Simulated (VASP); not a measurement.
YbB2, 3 atoms in the cell. The structure is hexagonal, space group P6/mmm (No. 191). Conventional cell: a = 3.258 Å, b = 3.258 Å, c = 3.891 Å, α = 90.00°, β = 90.00°, γ = 120.00°. Yb (site symmetry 6/mmm) has 12 B at 2.71 Å and 6 Yb at 3.26 Å within 3.6 Å. Within 2.5 Å of B (site symmetry -6m2) lie 3 B at 1.88 Å. 

- Program: VASP 6.6.1
- Task: single point
- Functional: PBE
- Potentials or basis: VASP PAW PBE potentials, release 64 (Yb, B)
- Cutoff: 520 eV
- k mesh: 21 × 21 × 16
- Occupations: gaussian, width 0.03 eV
- Spin: no spin polarisation
- Dipole correction: no
- Further INCAR settings: ALGO = Normal; EDIFF = 1e-06; NBANDS = 22

Potentials or basis: VASP PAW PBE potentials, release 64 (Yb, B).

Run with:

```console
$ cat potpaw_PBE.64/Yb/POTCAR potpaw_PBE.64/B/POTCAR > POTCAR
$ mpirun -np 1 vasp_std > vasp.out
```

Hardware: 1 thread of Intel(R) Xeon(R) Platinum 8488C (Sapphire Rapids), with other jobs on the host.

How long does it take, and how much memory?

It took 9.8 min on 1 thread of Intel(R) Xeon(R) Platinum 8488C (Sapphire Rapids), with other jobs on the host, peak memory 0.47 GiB. Counts: scf iterations 40, k points 432.
